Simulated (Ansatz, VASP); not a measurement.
# Two plane-wave programs on Cu

```
CELL_PARAMETERS angstrom
2.53410 0.00000 0.00000
-1.26705 2.19459 0.00000
0.00000 0.00000 4.00976
ATOMIC_POSITIONS crystal
Cu 0.33333 0.66667 0.25000
Cu 0.66667 0.33333 0.75000
```

Change from the starting cell: strain +0.000 along x and y, -0.025 along z, atoms carried along.

Alike in both runs: task single point; functional PBE; k mesh 24 × 24 × 12; occupations gaussian, width 0.15 eV; no spin polarisation.

```csv
,VASP,Ansatz
version,VASP 6.6.1,Ansatz 0.2.0
potentials or method,"VASP PAW PBE potentials, release 64 (Cu), cutoff 520 eV","scalar-relativistic, plane waves, PAW"
valence electrons in the cell,22,38
```

|  | VASP | Ansatz | Ansatz less VASP |
| --- | --- | --- | --- |
| gap on the k mesh at the Fermi level (eV) | none | none | - |
| pressure (GPa) | 12.7 | 12.1 | -0.60 |
| traceless stress, the component that is largest in VASP (GPa) | 5.04 | 5.07 | +0.027 |

A gap of «none» marks a metal or a gap that the smearing closes. VASP's potentials hold 22 valence electrons a cell and Ansatz's 38, so a difference there can come from the potentials and not from the codes.
